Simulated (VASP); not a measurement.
# Cd (P6_3/mmc) in VASP: settings compared

Cd is run at these levels: PBEsol, PBE; tasks: single point.

All numbers are computed with VASP 6.6.1; they aren't measurements. Logs are shortened: lines on timing, memory, paths and dates and some standing lists are left out, and cuts for length are marked.

### 1 The cell of the first run

It takes space group P6_3/mmc (No. 194, hexagonal). The conventional cell has a = 2.979 Å, b = 2.979 Å, c = 5.618 Å, α = 90.00°, β = 90.00°, γ = 120.00°. Cd (site symmetry -6m2) has 12 Cd at 2.98 to 3.29 Å within 3.9 Å.

### 2 Single point, PBEsol

Input file INCAR:

```
ALGO = Normal
EDIFF = 1E-7
ENCUT = 520
GGA = PS
ISIF = 2
ISMEAR = -1
LASPH = T
LCHARG = F
LREAL = F
LWAVE = F
NBANDS = 19
NELM = 80
PREC = Accurate
SIGMA = 0.05
```

Input file KPOINTS:

```
k-points
0
Gamma
  16 16 7
```

Input file POSCAR:

```
Cd
1.0
    2.9788725081      0.0000000000      0.0000000000
   -1.4894362540      2.5797792666      0.0000000000
    0.0000000000      0.0000000000      5.6176500000
Cd
2
Direct
    0.3333333333      0.6666666667      0.2500000000
    0.6666666667      0.3333333333      0.7500000000
```

Potentials or basis: VASP PAW PBE potentials, release 64 (Cd).

Launch:

```console
> cat potpaw_PBE.64/Cd/POTCAR > POTCAR
> mpirun -np 1 vasp_std > vasp.out
```

OUTCAR:

```text
EDIFF = 1E-7
   ENCUT = 520
   GGA = PS
   ISIF = 2
   ISMEAR = -1
   LASPH = T
   LREAL = F
   NELM = 80
   PREC = Accurate

 ion  position               nearest neighbor table
   1  0.333  0.667  0.250-   2 3.29   2 3.29   2 3.29   2 3.29   2 3.29   2 3.29
   2  0.667  0.333  0.750-   1 3.29   1 3.29   1 3.29   1 3.29   1 3.29   1 3.29

  LATTYP: Found a hexagonal cell.
 ALAT       =     2.9788725081
 C/A-ratio  =     1.8858309594

  Lattice vectors:

 A1 = (   2.9788725081,   0.0000000000,   0.0000000000)
 A2 = (  -1.4894362540,   2.5797792666,   0.0000000000)
 A3 = (   0.0000000000,   0.0000000000,   5.6176500000)

Analysis of symmetry for initial positions (statically):
=====================================================================
 Subroutine PRICEL returns:
 Original cell was already a primitive cell.

 Routine SETGRP: Setting up the symmetry group for a
 hexagonal supercell.

 Subroutine GETGRP returns: Found 24 space group operations
 (whereof 12 operations were pure point group operations)
 out of a pool of 24 trial point group operations.

The static configuration has the point symmetry D_3d.
 The point group associated with its full space group is D_6h.

Analysis of symmetry for dynamics (positions and initial velocities):
=====================================================================
 Subroutine PRICEL returns:
 Original cell was already a primitive cell.

 Routine SETGRP: Setting up the symmetry group for a
 hexagonal supercell.

 Subroutine GETGRP returns: Found 24 space group operations
 (whereof 12 operations were pure point group operations)
 out of a pool of 24 trial point group operations.

The dynamic configuration has the point symmetry D_3d.
 The point group associated with its full space group is D_6h.

 Subroutine INISYM returns: Found 24 space group operations
 (whereof 12 operations are pure point group operations),
 and found     1 'primitive' translations

----------------------------------------------------------------------------------------

                                     Primitive cell

  volume of cell :      43.1707

  direct lattice vectors                    reciprocal lattice vectors
[... 80 lines left out ...]
   ICHARG =      2    charge: 1-file 2-atom 10-const
   ISPIN  =      1    spin polarized calculation?
   LNONCOLLINEAR =      F non collinear calculations
   LSORBIT =      F    spin-orbit coupling
   LASPH  =      T    aspherical Exc in radial PAW
   ENCUT  =  520.0 eV  38.22 Ry    6.18 a.u.   5.54  5.54 10.45*2*pi/ulx,y,z
   NELM   =     80;   NELMIN=  2; NELMDL= -5     # of ELM steps
   EDIFF  = 0.1E-06   stopping-criterion for ELM
   LREAL  =      F    real-space projection
   EDIFFG = 0.1E-05   stopping-criterion for IOM
   NSW    =      0    number of steps for IOM
   IBRION =     -1    ionic relax: 0-MD 1-quasi-New 2-CG
   NFREE  =      0    steps in history (QN), initial steepest desc. (CG)
   ISIF   =      2    stress and relaxation
   ISYM   =      2    0-nonsym 1-usesym 2-fastsym
   POTIM  = 0.5000    time-step for ionic-motion
   TEBEG  =    0.0;   TEEND  =   0.0 temperature during run
   PSTRESS=    0.0 pullay stress
   NELECT =      24.0000    total number of electrons
   NUPDOWN=      -1.0000    fix difference up-down
   EMIN   =  10.00;   EMAX   =-10.00  energy-range for DOS
   EFERMI =   0.00;   METHOD = LEGACY
   ISMEAR =    -1;   SIGMA  =   0.05  broadening in eV -4-tet -1-fermi 0-gaus
   EFERMI_NEDOS =   21; number of points for ismear=-14 and -15
   IALGO  =     38    algorithm
   IMIX   =      4    mixing-type and parameters
     AMIX     =   0.40;   BMIX     =  1.00
     AMIX_MAG =   1.60;   BMIX_MAG =  1.00
  volume/ion in A,a.u.               =      21.59       145.67
  Fermi-wavevector in a.u.,A,eV,Ry     =   1.346115  2.543789 24.654109  1.812026
  Thomas-Fermi vector in A             =   2.473973
   LORBIT       =      0    0 simple, 1 ext, 2 COOP (PROOUT), +10 PAW based schemes
   GGA     = PS    functional components
   LHFCALC =     F    Hartree Fock is set to
   AEXX    =    0.0000 exact exchange contribution
   IVDW    =     0    specifies the selected vdW correction
   LEPSILON=     F    determine dielectric tensor
   LRPA    =     F    only Hartree local field effects (RPA)
 non-spin polarized calculation
  energy-cutoff  :      520.00
  volume of cell :       43.17
 maximum number of plane-waves:      1188
 NGX is ok and might be reduce to    24
   NGX = 11   NGY = 11   NGZ = 21

 number of electron      23.9999993 magnetization

 Free energy of the ion-electron system (eV)
  ---------------------------------------------------
  ext. energy  EPLUGINS =         0.00000000
  ---------------------------------------------------
  free energy    TOTEN  =        -2.40008508 eV

  energy without entropy =       -2.39530927  energy(sigma->0) =       -2.39769718

 E-fermi :   2.7989     XC(G=0): -11.2105

 val. band max:        2.7812352010   @ k =   0.1875   0.0625   0.1429
 cond. band min:       2.8116758799   @ k =   0.3125   0.3125   0.4286
 fundamental gap:      0.0304406788
 Fermi energy:         2.7989001055

 k-point     1 :       0.0000    0.0000    0.0000
  band No.  band energies     occupation
      1      -7.0504      2.00000
      2      -6.7819      2.00000
      3      -6.4028      2.00000
      4      -6.4028      2.00000
      5      -6.3511      2.00000
      6      -6.3511      2.00000
[... 505 lines left out ...]
      6      -6.0916      2.00000
[... 11 lines left out ...]
     18      12.2141      0.00000
     19      13.1932      0.00000

 [... further k-points ...]

------------------------ aborting loop because EDIFF is reached ----------------------------------------

  FORCE on cell =-STRESS in cart. coord.  units (eV):
  Direction    XX          YY          ZZ          XY          YZ          ZX
  --------------------------------------------------------------------------------------
  -------------------------------------------------------------------------------------
  Total       -0.3074392     -0.3074392     -0.3703104     -0.0000000     -0.0000000      0.0000000
  in kB      -11.4098680    -11.4098680    -13.7431834     -0.0000000     -0.0000000      0.0000000
  external PRESSURE =     -12.1876398 kB  Pullay stress =       0.0000000 kB

 VOLUME and BASIS-vectors are now :
 -----------------------------------------------------------------------------
  energy-cutoff  :      520.00
  volume of cell :       43.17
      direct lattice vectors                 reciprocal lattice vectors
     2.978872508  0.000000000  0.000000000     0.335697482  0.193815032  0.000000000
    -1.489436254  2.579779267  0.000000000     0.000000000  0.387630063  0.000000000
     0.000000000  0.000000000  5.617650000     0.000000000  0.000000000  0.178010378

 POSITION                                       TOTAL-FORCE (eV/Angst)
 -----------------------------------------------------------------------------------
     -0.00000      1.71985      1.40441        -0.000000      0.000000      0.000000
      1.48944      0.85993      4.21324         0.000000     -0.000000      0.000000
 -----------------------------------------------------------------------------------
    total drift:                                0.000000     -0.000000      0.000000

  FREE ENERGIE OF THE ION-ELECTRON SYSTEM (eV)
  ---------------------------------------------------
  free  energy   TOTEN  =        -2.4000850840 eV

  energy  without entropy=       -2.3953092727  energy(sigma->0) =       -2.39769718
```

It took 48 s on 1 thread of Intel Xeon Platinum 8375C at 2.90GHz (Ice Lake), shared host; peak memory 0.21 GiB.

Results:

- Free energy: -2.4001 eV
- Pressure: -1.2 GPa
- Band gap on the k mesh: zero (band 12 reaches 3.69 eV, above the bottom of band 13 at -0.25 eV)

Caveat: the PAW data sets were made with another functional, which shifts forces and pressure a little.

### 3 Single point, PBE

Input file INCAR:

```
ALGO = Normal ; EDIFF = 1E-7
ENCUT = 520 ; GGA = PE
ISIF = 2 ; ISMEAR = -1
LASPH = T ; LCHARG = F
LREAL = F ; LWAVE = F
NBANDS = 19 ; NELM = 60
PREC = Accurate ; SIGMA = 0.05
```

KPOINTS is that of step 2.

POSCAR is that of step 2.

Potentials or basis: VASP PAW PBE potentials, release 64 (Cd).

Launch:

```console
> cat potpaw_PBE.64/Cd/POTCAR > POTCAR
> mpirun -np 1 vasp_std > vasp.out
```

OUTCAR:

```text
EDIFF = 1E-7
   ENCUT = 520
   GGA = PE
   ISIF = 2
   ISMEAR = -1
   LASPH = T
   LREAL = F
   NELM = 60
   PREC = Accurate

 ion  position               nearest neighbor table
   1  0.333  0.667  0.250-   2 3.29   2 3.29   2 3.29   2 3.29   2 3.29   2 3.29
   2  0.667  0.333  0.750-   1 3.29   1 3.29   1 3.29   1 3.29   1 3.29   1 3.29

  LATTYP: Found a hexagonal cell.
 ALAT       =     2.9788725081
 C/A-ratio  =     1.8858309594

  Lattice vectors:

 A1 = (   2.9788725081,   0.0000000000,   0.0000000000)
 A2 = (  -1.4894362540,   2.5797792666,   0.0000000000)
 A3 = (   0.0000000000,   0.0000000000,   5.6176500000)

Analysis of symmetry for initial positions (statically):
=====================================================================
 Subroutine PRICEL returns:
 Original cell was already a primitive cell.

 Routine SETGRP: Setting up the symmetry group for a
 hexagonal supercell.

 Subroutine GETGRP returns: Found 24 space group operations
 (whereof 12 operations were pure point group operations)
[... 162 lines left out ...]
  free energy    TOTEN  =        -1.47166940 eV

  energy without entropy =       -1.46689143  energy(sigma->0) =       -1.46928042

 E-fermi :   3.0067     XC(G=0): -11.0333

 val. band max:        2.9875105883   @ k =   0.1875   0.0625   0.1429
 cond. band min:       3.0189368574   @ k =   0.3125   0.3125   0.4286
 fundamental gap:      0.0314262692
 Fermi energy:         3.0066635402

 k-point     1 :       0.0000    0.0000    0.0000
  band No.  band energies     occupation
      1      -6.9167      2.00000
      2      -6.6505      2.00000
      3      -6.2860      2.00000
      4      -6.2860      2.00000
      5      -6.2350      2.00000
      6      -6.2350      2.00000
[... 505 lines left out ...]
      6      -5.9796      2.00000
[... 11 lines left out ...]
     18      12.4278      0.00000
     19      13.3937      0.00000

 [... further k-points ...]

------------------------ aborting loop because EDIFF is reached ----------------------------------------

  FORCE on cell =-STRESS in cart. coord.  units (eV):
  Direction    XX          YY          ZZ          XY          YZ          ZX
  --------------------------------------------------------------------------------------
  -------------------------------------------------------------------------------------
  Total        0.9925879      0.9925879      0.6214392      0.0000000     -0.0000000      0.0000000
  in kB       36.8375215     36.8375215     23.0632259      0.0000000     -0.0000000      0.0000000
  external PRESSURE =      32.2460897 kB  Pullay stress =       0.0000000 kB

 VOLUME and BASIS-vectors are now :
 -----------------------------------------------------------------------------
  energy-cutoff  :      520.00
  volume of cell :       43.17
      direct lattice vectors                 reciprocal lattice vectors
     2.978872508  0.000000000  0.000000000     0.335697482  0.193815032  0.000000000
    -1.489436254  2.579779267  0.000000000     0.000000000  0.387630063  0.000000000
     0.000000000  0.000000000  5.617650000     0.000000000  0.000000000  0.178010378

 POSITION                                       TOTAL-FORCE (eV/Angst)
 -----------------------------------------------------------------------------------
     -0.00000      1.71985      1.40441        -0.000000     -0.000000      0.000000
      1.48944      0.85993      4.21324         0.000000      0.000000      0.000000
 -----------------------------------------------------------------------------------
    total drift:                                0.000000     -0.000000      0.000000

  FREE ENERGIE OF THE ION-ELECTRON SYSTEM (eV)
  ---------------------------------------------------
  free  energy   TOTEN  =        -1.4716694047 eV

  energy  without entropy=       -1.4668914275  energy(sigma->0) =       -1.46928042
```

stdout:

```text
POSCAR found type information on POSCAR Cd
 POSCAR found :  1 types and       2 ions
 scaLAPACK will be used
 LDA part: xc-table for (Slater+PW92), standard interpolation
 POSCAR, INCAR and KPOINTS ok, starting setup
 FFT: planning ... GRIDC
 FFT: planning ... GRID_SOFT
 FFT: planning ... GRID
 WAVECAR not read
 entering main loop
```

It took 43 s on 1 thread of Intel Xeon Platinum 8375C at 2.90GHz (Ice Lake), shared host; peak memory 0.21 GiB.

What came out:

| Quantity | Value |
| --- | --- |
| Free energy | -1.4717 eV |
| Pressure | 3.2 GPa |
| Band gap on the k mesh | zero (band 12 reaches 3.90 eV, above the bottom of band 13 at -0.05 eV) |

Levels at points of the mesh, in eV from the Fermi level:
```csv
k point,band 10,band 11,band 12,band 13,band 14,band 15
"(0.00, 0.00, 0.00)",-8.52,-8.52,-3.07,-3.06,10.54,14.43
"(0.50, 0.00, 0.00)",-8.23,-2.37,-1.87,1.96,3.00,3.15
```
